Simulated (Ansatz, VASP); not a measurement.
# Two plane-wave programs on Zn

```
CELL_PARAMETERS angstrom
2.61975 0.00000 0.00000
-1.30987 2.26877 0.00000
0.00000 0.00000 4.89539
ATOMIC_POSITIONS crystal
Zn 0.33333 0.66667 0.25000
Zn 0.66667 0.33333 0.75000
```

Alike in both runs: task single point; functional PBE; k mesh 22 × 22 × 11; occupations fermi-dirac, width 0.1 eV; no spin polarisation.

|  | VASP | Ansatz |
| --- | --- | --- |
| version | VASP 6.6.1 | Ansatz 0.2.0 |
| potentials or method | VASP PAW PBE potentials, release 64 (Zn), cutoff 520 eV | plane waves (420 eV) with PAW, scalar-relativistic |
| valence electrons in the cell | 24 | 24 |

|  | VASP | Ansatz | Ansatz less VASP |
| --- | --- | --- | --- |
| pressure (GPa) | 3.9 | 3.5 | -0.41 |
| traceless stress, the component that is largest in VASP (GPa) | -0.96 | -0.77 | +0.188 |

The functional is the same, so the differences come from potentials, cutoffs and numerics.
